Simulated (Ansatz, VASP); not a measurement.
**Ir3C in VASP and in Ansatz**

The input INCAR:

```
SYSTEM = Ir3C
PREC = Accurate ; ENCUT = 520
EDIFF = 1E-7 ; ISMEAR = 0
SIGMA = 0.1 ; LREAL = .False.
LASPH = .True. ; NELM = 150
ALGO = Normal ; ISIF = 2
LWAVE = .False. ; LCHARG = .False.
ISPIN = 2 ; MAGMOM = 0 0 0 2
LORBIT = 11 ; LMAXMIX = 4
LDIPOL = .True. ; IDIPOL = 3
DIPOL = 0.5 0.5 0.360 ; GGA = CA
NBANDS = 28
```

The input KPOINTS:

```
Automatic mesh
0
Gamma
  12 12 1
  0 0 0
```

File POSCAR:

```
Ir3C
1.0
    2.6946510889      0.0000000000      0.0000000000
   -1.3473255444      2.3336362973      0.0000000000
    0.0000000000      0.0000000000     21.2769546740
Ir C
3 1
Direct
    0.6666666667      0.3333333333      0.1879968286
    0.3333333333      0.6666666667      0.2885049938
    0.0000000000      0.0000000000      0.3890103072
    0.0000000000      0.0000000000      0.5737171913
```

Input for Ansatz:

```yaml
crystal:
  lattice:
    - [2.6946510889, 0.0, 0.0]
    - [-1.3473255444, 2.3336362973, 0.0]
    - [0.0, 0.0, 21.276954674]
  atoms:
    - { symbol: Ir, position: [0.6666666667, 0.3333333333, 0.1879968286] }
    - { symbol: Ir, position: [0.3333333333, 0.6666666667, 0.2885049938] }
    - { symbol: Ir, position: [0.0, 0.0, 0.3890103072] }
    - { symbol: C, position: [0.0, 0.0, 0.5737171913], spin: 2.0 }
basis:
  ecutwfc: 420
kpoints:
  mp_grid: { grid: [12, 12, 1] }
hamiltonian:
  xc: lda
  pseudopotentials: { kind: paw, azcp: { folder: soft_1 } }
scf:
  occupations: { method: gaussian, width: 0.1 }
output:
  forces: true
  eigenvalues: true
  populations: true
magnetization:
  spin_polarized: true
efield:
  axis: 3
  dipole_correction: true
  ramp_width: 0.04
```

Alike in both runs: task single point; functional LDA; k mesh 12 × 12 × 1; occupations gaussian, width 0.1 eV; collinear spin.

|  | VASP | Ansatz |
| --- | --- | --- |
| version | VASP 6.6.1 | Ansatz 0.2.0 |
| potentials or method | VASP PAW LDA potentials, release 64 (Ir, C), cutoff 520 eV | scalar-relativistic, plane waves, PAW |
| valence electrons in the cell | 31 | 55 |

Ansatz gave:

* gap on the k mesh at the Fermi level (eV): none
* rms of the force components (eV/Å): 0.088
* net moment per atom (μB): 0.02
* size of the moment on the site where the two differ most (μB): 0.08

What did VASP give for the same quantities?

gap on the k mesh at the Fermi level (eV): none; rms of the force components (eV/Å): 0.123; net moment per atom (μB): 0.02; size of the moment on the site where the two differ most (μB): 0.04.

Ansatz warns that its potentials were made for another functional, while VASP's fit it. LDA's correlation is that of Perdew and Zunger in VASP and of Perdew and Wang (1992) in Ansatz. Site moments also hang on the region over which each program counts them. Atom by atom the forces differ by 0.052 eV/Å (rms over components). A gap of «none» marks a metal or a gap that the smearing closes. VASP's potentials hold 31 valence electrons a cell and Ansatz's 55, so a difference there can come from the potentials and not from the codes. Ansatz's warnings: seeded moment not kept.

Neither program's run includes spin-orbit coupling.
